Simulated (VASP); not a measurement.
# BaF2 (Fm-3m) in VASP: a series of runs

The runs below take BaF2 through single point, with PBE.

All numbers are computed with VASP 6.6.1; they aren't measurements. Logs are shortened: lines on timing, memory, paths and dates and some standing lists are left out, and cuts for length are marked.

**1. The cell of the first run**

It takes space group Fm-3m (No. 225, cubic). The conventional cell has a = 6.183 Å, b = 6.183 Å, c = 6.183 Å, α = 90.00°, β = 90.00°, γ = 90.00°. Within 3.5 Å of Ba (site symmetry m-3m) lie 8 F at 2.68 Å. Within 3.5 Å of F (site symmetry -43m) lie 4 Ba at 2.68 Å and 6 F at 3.09 Å.

**2. Single point, PBE (19.70 Å³/atom)**

Input file INCAR:

```
SYSTEM = BaF2
ALGO = Normal
EDIFF = 1E-6
ENCUT = 600
GGA = PE
GGA_COMPAT = .FALSE.
ISIF = 2
ISMEAR = 0
LASPH = .TRUE.
LCHARG = .FALSE.
LREAL = .FALSE.
LWAVE = .FALSE.
NBANDS = 19
NELM = 120
PREC = Accurate
SIGMA = 0.02
```

Input file KPOINTS:

```
k-points
0
G
  6 6 6
  0 0 0
```

Input file POSCAR:

```
BaF2
1.0
    0.0000000000      3.0914533335      3.0914533335
    3.0914533335      0.0000000000      3.0914533335
    3.0914533335      3.0914533335      0.0000000000
Ba F
1 2
Direct
    0.0000000000      0.0000000000      0.0000000000
    0.2500000000      0.2500000000      0.2500000000
    0.7500000000      0.7500000000      0.7500000000
```

Potentials or basis: VASP PAW PBE potentials, release 64 (Ba_sv, F).

On the command line:

```
$ cat potpaw_PBE.64/Ba_sv/POTCAR potpaw_PBE.64/F/POTCAR > POTCAR
$ mpirun -np 1 vasp_std > vasp.out
```

OUTCAR:

```text
SYSTEM = BaF2
   EDIFF = 1E-6
   ENCUT = 600
   GGA = PE
   ISIF = 2
   ISMEAR = 0
   LASPH = .TRUE.
   LREAL = .FALSE.
   NELM = 120
   PREC = Accurate

 ion  position               nearest neighbor table
   1  0.000  0.000  0.000-   3 2.68   3 2.68   3 2.68   2 2.68   2 2.68   2 2.68   3 2.68   2 2.68

   2  0.250  0.250  0.250-   1 2.68   1 2.68   1 2.68   1 2.68
   3  0.750  0.750  0.750-   1 2.68   1 2.68   1 2.68   1 2.68

  LATTYP: Found a face centered cubic cell.
 ALAT       =     6.1829066670

  Lattice vectors:

 A1 = (   0.0000000000,   3.0914533335,   3.0914533335)
 A2 = (   3.0914533335,   0.0000000000,   3.0914533335)
 A3 = (   3.0914533335,   3.0914533335,   0.0000000000)

Analysis of symmetry for initial positions (statically):
=====================================================================
 Subroutine PRICEL returns:
 Original cell was already a primitive cell.

 Routine SETGRP: Setting up the symmetry group for a
 face centered cubic supercell.

 Subroutine GETGRP returns: Found 48 space group operations
 (whereof 48 operations were pure point group operations)
 out of a pool of 48 trial point group operations.

The static configuration has the point symmetry O_h .

Analysis of symmetry for dynamics (positions and initial velocities):
=====================================================================
 Subroutine PRICEL returns:
 Original cell was already a primitive cell.

 Routine SETGRP: Setting up the symmetry group for a
 face centered cubic supercell.

 Subroutine GETGRP returns: Found 48 space group operations
 (whereof 48 operations were pure point group operations)
 out of a pool of 48 trial point group operations.

The dynamic configuration has the point symmetry O_h .

 Subroutine INISYM returns: Found 48 space group operations
 (whereof 48 operations are pure point group operations),
 and found     1 'primitive' translations

----------------------------------------------------------------------------------------

                                     Primitive cell

  volume of cell :      59.0906

  direct lattice vectors                    reciprocal lattice vectors
     0.000000000  3.091453334  3.091453334    -0.161736228  0.161736228  0.161736228
     3.091453334  0.000000000  3.091453334     0.161736228 -0.161736228  0.161736228
     3.091453334  3.091453334  0.000000000     0.161736228  0.161736228 -0.161736228
[... 74 lines left out ...]
   LASPH  =      T    aspherical Exc in radial PAW
   ENCUT  =  600.0 eV  44.10 Ry    6.64 a.u.   8.73  8.73  8.73*2*pi/ulx,y,z
   NELM   =    120;   NELMIN=  2; NELMDL= -5     # of ELM steps
   EDIFF  = 0.1E-05   stopping-criterion for ELM
   LREAL  =      F    real-space projection
   EDIFFG = 0.1E-04   stopping-criterion for IOM
   NSW    =      0    number of steps for IOM
   IBRION =     -1    ionic relax: 0-MD 1-quasi-New 2-CG
   NFREE  =      0    steps in history (QN), initial steepest desc. (CG)
   ISIF   =      2    stress and relaxation
   ISYM   =      2    0-nonsym 1-usesym 2-fastsym
   POTIM  = 0.5000    time-step for ionic-motion
   TEBEG  =    0.0;   TEEND  =   0.0 temperature during run
   PSTRESS=    0.0 pullay stress
   NELECT =      24.0000    total number of electrons
   NUPDOWN=      -1.0000    fix difference up-down
   EMIN   =  10.00;   EMAX   =-10.00  energy-range for DOS
   EFERMI =   0.00;   METHOD = LEGACY
   ISMEAR =     0;   SIGMA  =   0.02  broadening in eV -4-tet -1-fermi 0-gaus
   EFERMI_NEDOS =   21; number of points for ismear=-14 and -15
   IALGO  =     38    algorithm
   IMIX   =      4    mixing-type and parameters
     AMIX     =   0.40;   BMIX     =  1.00
     AMIX_MAG =   1.60;   BMIX_MAG =  1.00
  volume/ion in A,a.u.               =      19.70       132.92
  Fermi-wavevector in a.u.,A,eV,Ry     =   1.212381  2.291068 19.998773  1.469868
  Thomas-Fermi vector in A             =   2.347867
   LORBIT       =      0    0 simple, 1 ext, 2 COOP (PROOUT), +10 PAW based schemes
   GGA     = PE    functional components
   LHFCALC =     F    Hartree Fock is set to
   AEXX    =    0.0000 exact exchange contribution
   IVDW    =     0    specifies the selected vdW correction
   LEPSILON=     F    determine dielectric tensor
   LRPA    =     F    only Hartree local field effects (RPA)
 non-spin polarized calculation
 Gauss-broadening in eV      SIGMA  =   0.02
  energy-cutoff  :      600.00
  volume of cell :       59.09
 maximum number of plane-waves:      1994
   NGX = 17   NGY = 17   NGZ = 17

 number of electron      23.9999998 magnetization

 Free energy of the ion-electron system (eV)
  ---------------------------------------------------
  ext. energy  EPLUGINS =         0.00000000
  ---------------------------------------------------
  free energy    TOTEN  =       -17.10392828 eV

  energy without entropy =      -17.10392828  energy(sigma->0) =      -17.10392828

 E-fermi :  -1.9349     XC(G=0):  -8.7390

 val. band max:       -2.0520639951   @ k =  -0.1667   0.1667   0.0000
 cond. band min:       4.7622486696   @ k =   0.0000   0.0000   0.0000
 fundamental gap:      6.8143126647
 Fermi energy:        -1.9348620508

 k-point     1 :       0.0000    0.0000    0.0000
  band No.  band energies     occupation
      1     -25.1168      2.00000
      2     -20.9845      2.00000
      3     -20.9245      2.00000
      4      -9.9418      2.00000
      5      -9.9418      2.00000
      6      -9.9418      2.00000
[... 329 lines left out ...]
      6      -9.9162      2.00000
[... 11 lines left out ...]
     18      12.4901      0.00000
     19      12.7641      0.00000

------------------------ aborting loop because EDIFF is reached ----------------------------------------

  FORCE on cell =-STRESS in cart. coord.  units (eV):
  Direction    XX          YY          ZZ          XY          YZ          ZX
  --------------------------------------------------------------------------------------
  -------------------------------------------------------------------------------------
  Total        1.0428767      1.0428767      1.0428767      0.0000000      0.0000000      0.0000000
  in kB       28.2764877     28.2764877     28.2764877      0.0000000      0.0000000      0.0000000
  external PRESSURE =      28.2764877 kB  Pullay stress =       0.0000000 kB

 VOLUME and BASIS-vectors are now :
 -----------------------------------------------------------------------------
  energy-cutoff  :      600.00
  volume of cell :       59.09
      direct lattice vectors                 reciprocal lattice vectors
     0.000000000  3.091453334  3.091453334    -0.161736228  0.161736228  0.161736228
     3.091453334  0.000000000  3.091453334     0.161736228 -0.161736228  0.161736228
     3.091453334  3.091453334  0.000000000     0.161736228  0.161736228 -0.161736228

 POSITION                                       TOTAL-FORCE (eV/Angst)
 -----------------------------------------------------------------------------------
      0.00000      0.00000      0.00000        -0.000000     -0.000000     -0.000000
      1.54573      1.54573      1.54573        -0.000000     -0.000000     -0.000000
      4.63718      4.63718      4.63718         0.000000      0.000000      0.000000
 -----------------------------------------------------------------------------------
    total drift:                                0.000000      0.000000      0.000000

  FREE ENERGIE OF THE ION-ELECTRON SYSTEM (eV)
  ---------------------------------------------------
  free  energy   TOTEN  =       -17.1039282771 eV

  energy  without entropy=      -17.1039282771  energy(sigma->0) =      -17.10392828
```

OSZICAR:

```text
N       E                     dE             d eps       ncg     rms          rms(c)
DAV:   1     0.159026928242E+03    0.15903E+03   -0.14196E+04   608   0.132E+03
DAV:   2    -0.109081206471E+02   -0.16994E+03   -0.16446E+03   751   0.278E+02
DAV:   3    -0.187574138578E+02   -0.78493E+01   -0.78220E+01   785   0.597E+01
DAV:   4    -0.188632570769E+02   -0.10584E+00   -0.10573E+00   700   0.672E+00
DAV:   5    -0.188657394160E+02   -0.24823E-02   -0.24816E-02   751   0.765E-01    0.860E+00
DAV:   6    -0.170828424163E+02    0.17829E+01   -0.75073E+00   629   0.214E+01    0.428E+00
DAV:   7    -0.170770012094E+02    0.58412E-02   -0.29052E-01   667   0.408E+00    0.223E+00
DAV:   8    -0.170948246536E+02   -0.17823E-01   -0.65004E-02   628   0.274E+00    0.314E-01
DAV:   9    -0.171008960278E+02   -0.60714E-02   -0.11759E-02   667   0.775E-01    0.139E-01
DAV:  10    -0.171039196856E+02   -0.30237E-02   -0.32875E-03   647   0.388E-01    0.407E-02
DAV:  11    -0.171039093876E+02    0.10298E-04   -0.22005E-04   720   0.117E-01    0.228E-02
DAV:  12    -0.171039277402E+02   -0.18353E-04   -0.58280E-05   635   0.540E-02    0.354E-03
DAV:  13    -0.171039282771E+02   -0.53682E-06   -0.79925E-07   601   0.711E-03
   1 F= -.17103928E+02 E0= -.17103928E+02  d E =-.764170E-18
```

stdout:

```text
POSCAR found type information on POSCAR BaF
 POSCAR found :  2 types and       3 ions
 scaLAPACK will be used
 LDA part: xc-table for (Slater+PW92), standard interpolation
 POSCAR, INCAR and KPOINTS ok, starting setup
 FFT: planning ... GRIDC
 FFT: planning ... GRID_SOFT
 FFT: planning ... GRID
 WAVECAR not read
 entering main loop
```

Run time: 33 s. Hardware: 1 thread of AMD EPYC 7R13, shared host; peak memory 0.18 GiB.

Results:

| Quantity | Value |
| --- | --- |
| Free energy | -17.1039 eV |
| Pressure | 2.8 GPa |
| Band gap on the k mesh | 6.81 eV (least direct gap 6.88 eV) |

Caveat: spin-orbit coupling is left out, which moves the levels of the heavy elements.

(Part 1 of 3 ends here.)
